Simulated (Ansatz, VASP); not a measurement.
## Au: VASP and Ansatz over several settings

```
Au
1.0
     0.00000    2.03500    2.03500
     2.03500    0.00000    2.03500
     2.03500    2.03500    0.00000
Au
1
Direct
  0.00000 0.00000 0.00000
```

Single points on this cell with VASP 6.6.1 and Ansatz 0.2.0. Each row is one pair of runs. Alike in all rows: spin: off; k mesh: 11 × 11 × 11; VASP's potentials, cutoff: VASP PAW PBE potentials, release 64 (Au), 520 eV.

```tsv
level	smearing	Ansatz's potentials, cutoff	gap on the k mesh at the Fermi level (eV), VASP	gap on the k mesh at the Fermi level (eV), Ansatz	pressure (GPa), VASP	pressure (GPa), Ansatz
r2SCAN+rVV10	fermi-dirac, width 0.05 eV	Ansatz PAW, 500 eV	none	none	5.2	3.9
revPBE+D3(BJ)	fermi-dirac, width 0.05 eV	Ansatz PAW, 420 eV	none	none	0.7	1.0
BLYP+D4	fermi-dirac, width 0.05 eV	Ansatz PAW, 420 eV	none	none	11.1	10.2
PBE	gaussian, width 0.015 eV	Ansatz PAW, 420 eV	none	none	10.5	10.8
PBE	gaussian, width 0.019 eV	Ansatz PAW, 420 eV	none	none	10.5	10.8
PBE	gaussian, width 0.021 eV	Ansatz PAW, 420 eV	none	none	10.5	10.8
PBE	gaussian, width 0.022 eV	Ansatz PAW, 420 eV	none	none	10.5	10.8
PBE	gaussian, width 0.024 eV	Ansatz PAW, 420 eV	none	none	10.6	10.8
```

Pressure (GPa): the two programs differ by at most 1.37.

VASP's potentials hold 11 valence electrons a cell and Ansatz's 19, so a difference there can come from the potentials and not from the codes.

A gap of «none» marks a metal or a gap that the smearing closes.

Neither program's run includes spin-orbit coupling.
